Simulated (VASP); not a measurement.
# AlN (P6_3mc) in VASP: a series of runs, part 2 of 2

VASP 6.6.1. Earlier steps stand in the parts before.

## (3) Relaxation of the atoms, LDA

This run uses another cell than the first one, of 9.97 Å³/atom, 1.016 times its volume.

The input, INCAR:

```
SYSTEM = AlN
PREC = Accurate
ENCUT = 520
EDIFF = 1E-6
ISMEAR = 0
SIGMA = 0.05
LREAL = .False.
LASPH = .True.
NELM = 100
ALGO = Normal
ISIF = 2
LWAVE = .False.
LCHARG = .False.
GGA = CA
IBRION = 2
NSW = 50
EDIFFG = -0.01
```

The input, KPOINTS:

```
Automatic mesh
0
Gamma
  9 9 6
  0 0 0
```

The input, POSCAR:

```
AlN
1.0
    3.1813000000      0.0000000000      0.0000000000
   -1.5906500000      2.7550866171      0.0000000000
    0.0000000000      0.0000000000      4.5481000000
Al N
2 2
Direct
    0.3333333333      0.6666666667      0.0015210172
    0.6666666667      0.3333333333      0.5015210172
    0.3333333333      0.6666666667      0.3834789828
    0.6666666667      0.3333333333      0.8834789828
```

Potentials or basis: VASP PAW LDA potentials, release 64 (Al, N).

Started as:

```console
> cat potpaw_LDA.64/Al/POTCAR potpaw_LDA.64/N/POTCAR > POTCAR
> mpirun -np 1 vasp_std > vasp.out
```

It took 30 s on 1 thread of Intel Xeon Platinum 8488C (Sapphire Rapids), shared host; peak memory 0.14 GiB.

Results (log left out):

```
Free energy               : -32.6208 eV
Energy gained by relaxing : 73.3 meV/atom
Ionic steps               : 5
Pressure after relaxing   : 2.3 GPa
Band gap on the k mesh    : 3.85 eV, direct
```

Stress tensor (GPa, compression positive):
```
-3.31  0.00  0.00
 0.00 -3.31  0.00
 0.00  0.00 13.44
```

The path:
```csv
step,energy change (eV),largest force (eV/Å),pressure (GPa)
1,0.0000,2.4422,8.75
2,-0.2227,0.6375,0.59
3,-0.2930,0.0176,2.33
4,-0.2930,0.0119,2.25
5,-0.2931,0.0003,2.27
```

Final structure:
```xyz
4
Lattice="3.1813 0.0000 0.0000 -1.5906 2.7551 0.0000 0.0000 0.0000 4.5481" Properties=species:S:1:pos:R:3 pbc="T T T"
Al    0.0000    1.8367    4.4846
Al    1.5906    0.9184    2.2105
N     0.0000    1.8367    1.8145
N     1.5906    0.9184    4.0886
```

Levels at points of the mesh, in eV from the valence-band top:
| k point | band 5 | band 6 | band 7 | band 8 | band 9 | band 10 | band 11 | band 12 |
| --- | --- | --- | --- | --- | --- | --- | --- | --- |
| (0.00, 0.00, 0.00) | -2.24 | -1.17 | -1.17 | 0.00 | 3.85 | 5.30 | 9.46 | 9.46 |
| (0.00, 0.00, 0.50) | -1.73 | -1.73 | -1.73 | -1.73 | 5.84 | 5.84 | 9.77 | 9.77 |

## (4) Relaxation of the atoms, LDA

This run uses another cell than the first one, of 10.83 Å³/atom, 1.105 times its volume.

Changes to INCAR since step 3:

```diff
@@ -3,3 +3,3 @@
 ENCUT = 520
-EDIFF = 1E-6
+EDIFF = 1E-7
 ISMEAR = 0
@@ -13,3 +13,2 @@
 LCHARG = .False.
-GGA = CA
 IBRION = 2
```

KPOINTS is that of step 3.

Changes to POSCAR since step 3:

```diff
@@ -4,3 +4,3 @@
    -1.5906500000      2.7550866171      0.0000000000
-    0.0000000000      0.0000000000      4.5481000000
+    0.0000000000      0.0000000000      4.9435842660
 Al N
```

Started as:

```console
> cat potpaw_LDA.64/Al/POTCAR potpaw_LDA.64/N/POTCAR > POTCAR
> mpirun -np 1 vasp_std > vasp.out
```

Wall time 27 s (1 thread of Intel Xeon 6975P-C, shared host); peak memory 0.15 GiB.

It converged, with:

```
Free energy               : -32.7350 eV
Energy gained by relaxing : 1.7 meV/atom
Ionic steps               : 3
Pressure after relaxing   : -11.0 GPa
Band gap on the k mesh    : 3.76 eV, direct
```

Stress tensor (GPa, compression positive):
```
-13.79   0.00   0.00
  0.00 -13.79   0.00
  0.00   0.00  -5.40
```

The path:
| step | energy change (eV) | largest force (eV/Å) | pressure (GPa) |
| --- | --- | --- | --- |
| 1 | 0.0000 | 0.2903 | -10.69 |
| 2 | -0.0066 | 0.0454 | -11.03 |
| 3 | -0.0068 | 0.0003 | -10.99 |

Final structure:
```
Al N
1.0
     3.18130    0.00000    0.00000
    -1.59065    2.75509    0.00000
     0.00000    0.00000    4.94358
Al N
2 2
Direct
  0.33333 0.66667 0.99910
  0.66667 0.33333 0.49910
  0.33333 0.66667 0.38590
  0.66667 0.33333 0.88590
```

Levels at points of the mesh, in eV from the valence-band top:
| k point | band 4 | band 5 | band 6 | band 7 | band 8 | band 9 | band 10 | band 11 | band 12 |
| --- | --- | --- | --- | --- | --- | --- | --- | --- | --- |
| (0.00, 0.00, 0.00) | -1.16 | -1.16 | -0.43 | -0.43 | 0.00 | 3.76 | 5.80 | 10.22 | 10.24 |
| (0.00, 0.00, 0.50) | -3.29 | -0.81 | -0.81 | -0.81 | -0.81 | 5.85 | 5.85 | 9.81 | 9.81 |

## (5) Relaxation of the atoms, LDA

This run uses another cell than the first one, of 10.81 Å³/atom, 1.102 times its volume.

The input, INCAR:

```
  PREC = Accurate
  ENCUT = 520
  EDIFF = 1E-6
  ISMEAR = 0
  SIGMA = 0.05
  LREAL = False
  LASPH = True
  NELM = 60
  ALGO = Normal
  ISIF = 2
  LWAVE = False
  LCHARG = False
  IBRION = 2
  NSW = 50
  EDIFFG = -0.01
```

The input, KPOINTS:

```
Automatic mesh
0
Gamma
  9 9 6
```

The input, POSCAR:

```
AlN
1.0
    3.0577000000      0.0000000000      0.0000000000
   -1.5288500000      2.6480458772      0.0000000000
    0.0000000000      0.0000000000      5.3391000000
Al N
2 2
Direct
    0.3333333333      0.6666666667      0.0015210172
    0.6666666667      0.3333333333      0.5015210172
    0.3333333333      0.6666666667      0.3834789828
    0.6666666667      0.3333333333      0.8834789828
```

Started as:

```console
> cat potpaw_LDA.64/Al/POTCAR potpaw_LDA.64/N/POTCAR > POTCAR
> mpirun -np 1 vasp_std > vasp.out
```

Wall time 24 s (1 thread of Intel Xeon 6975P-C, shared host); peak memory 0.15 GiB.

Results (log left out):

```
Free energy               : -32.5731 eV
Energy gained by relaxing : 8.0 meV/atom
Ionic steps               : 3
Pressure after relaxing   : -9.3 GPa
Band gap on the k mesh    : 3.64 eV, direct
```

Stress tensor (GPa, compression positive):
```
 -0.38   0.00   0.00
  0.00  -0.38   0.00
  0.00   0.00 -27.16
```

The path:
```csv
step,energy change (eV),largest force (eV/Å),pressure (GPa)
1,0.0000,0.5189,-7.83
2,-0.0313,0.0884,-9.11
3,-0.0321,0.0006,-9.31
```

Final structure:
```
CELL_PARAMETERS angstrom
3.05770 0.00000 0.00000
-1.52885 2.64805 0.00000
0.00000 0.00000 5.33910
ATOMIC_POSITIONS crystal
Al 0.33333 0.66667 0.00705
Al 0.66667 0.33333 0.50705
N 0.33333 0.66667 0.37795
N 0.66667 0.33333 0.87795
```

Levels at points of the mesh, in eV from the valence-band top:
```
           k point  band 4  band 5  band 6  band 7  band 8  band 9  band 10  band 11  band 12
(0.00, 0.00, 0.00)   -0.50   -0.44   -0.44    0.00    0.00    3.64     7.07     9.59    11.16
(0.00, 0.00, 0.50)   -3.77   -0.22   -0.22   -0.22   -0.22    6.29     6.29     9.50     9.50
```

## (6) Relaxation of the atoms, LDA

This run uses another cell than the first one, of 10.98 Å³/atom, 1.120 times its volume.

Changes to INCAR since step 5:

```diff
@@ -2,3 +2,3 @@
   ENCUT = 520
-  EDIFF = 1E-6
+  EDIFF = 1E-7
   ISMEAR = 0
@@ -12,2 +12,3 @@
   LCHARG = False
+  GGA = CA
   IBRION = 2
```

The input, KPOINTS:

```
regular mesh
0
Gamma
  9 9 6
```

The input, POSCAR:

```
AlN
1.0
    3.0268000000      0.0000000000      0.0000000000
   -1.5134000000      2.6212856922      0.0000000000
    0.0000000000      0.0000000000      5.5368000000
Al N
2 2
Direct
    0.3333333333      0.6666666667      0.0015210172
    0.6666666667      0.3333333333      0.5015210172
    0.3333333333      0.6666666667      0.3834789828
    0.6666666667      0.3333333333      0.8834789828
```

Potentials or basis: VASP PAW LDA potentials, release 64 (Al, N).

Started as:

```console
> cat potpaw_LDA.64/Al/POTCAR potpaw_LDA.64/N/POTCAR > POTCAR
> mpirun -np 1 vasp_std > vasp.out
```

Run time: 33 s. Hardware: 1 thread of Intel Xeon 6975P-C, shared host; peak memory 0.15 GiB.

Results (log left out):

```yaml
Free_energy: -32.2392 eV
Energy_gained_by_relaxing: 8.3 meV/atom
Ionic_steps: 3
Pressure_after_relaxing: -10.6 GPa
Band_gap_on_the_k_mesh: 3.07 eV, direct
```

Stress tensor (GPa, compression positive):
```
  3.36   0.00   0.00
  0.00   3.36   0.00
  0.00   0.00 -38.45
```

The path:
```tsv
step	energy change (eV)	largest force (eV/Å)	pressure (GPa)
1	0.0000	0.4795	-8.01
2	-0.0301	0.1606	-9.85
3	-0.0334	0.0016	-10.58
```

Final structure:
```
Al N
1.0
     3.02680    0.00000    0.00000
    -1.51340    2.62129    0.00000
     0.00000    0.00000    5.53680
Al N
2 2
Direct
  0.33333 0.66667 0.00755
  0.66667 0.33333 0.50755
  0.33333 0.66667 0.37745
  0.66667 0.33333 0.87745
```

Levels at points of the mesh, in eV from the valence-band top:
| k point | band 5 | band 6 | band 7 | band 8 | band 9 | band 10 | band 11 | band 12 |
| --- | --- | --- | --- | --- | --- | --- | --- | --- |
| (0.00, 0.00, 0.00) | -0.35 | -0.35 | 0.00 | 0.00 | 3.07 | 7.27 | 9.07 | 10.49 |
| (0.00, 0.00, 0.50) | -0.18 | -0.18 | -0.18 | -0.18 | 6.03 | 6.03 | 9.19 | 9.19 |

## (7) Summary

```tsv
cell	gap on the mesh (eV)	pressure (GPa)
atoms relaxed from a = 3.027, b = 3.027, c = 4.944 Å, angles 90.0, 90.0, 120.0°, 4 atoms	4.90	10.3
atoms relaxed from a = 3.181, b = 3.181, c = 4.548 Å, angles 90.0, 90.0, 120.0°, 4 atoms	3.85	2.3
atoms relaxed from a = 3.181, b = 3.181, c = 4.944 Å, angles 90.0, 90.0, 120.0°, 4 atoms	3.76	-11.0
atoms relaxed from a = 3.058, b = 3.058, c = 5.339 Å, angles 90.0, 90.0, 120.0°, 4 atoms	3.64	-9.3
atoms relaxed from a = 3.027, b = 3.027, c = 5.537 Å, angles 90.0, 90.0, 120.0°, 4 atoms	3.07	-10.6
```

Alike in all rows: task relaxation of the atoms; level LDA; potentials or basis VASP PAW LDA potentials, release 64 (Al, N); no spin polarisation; k mesh 9 × 9 × 6; cutoff (eV) 520; smearing gaussian 0.05 eV.

Absolute energies hang on the potentials; compare differences alone.

## (8) How close it comes

Step 3. A measured gap of AlN is 6.0343 eV (an exciton energy, a little under the gap; 0 K; quoted in “Structural and optical properties of self-assembled AlN nanowires grown on SiO2/Si substrates by molecular beam epitaxy”, 2024, arxiv:2402.00216); the calculated 3.85 eV misses it by -2.19 eV. 2 values of this kind are on record (6.034 to 6.0343 eV); this one was drawn at random. The value is that of LDA on a finite k mesh, which can miss the band edges, without temperature or zero-point motion. Semilocal functionals fall short of measured gaps as a rule.
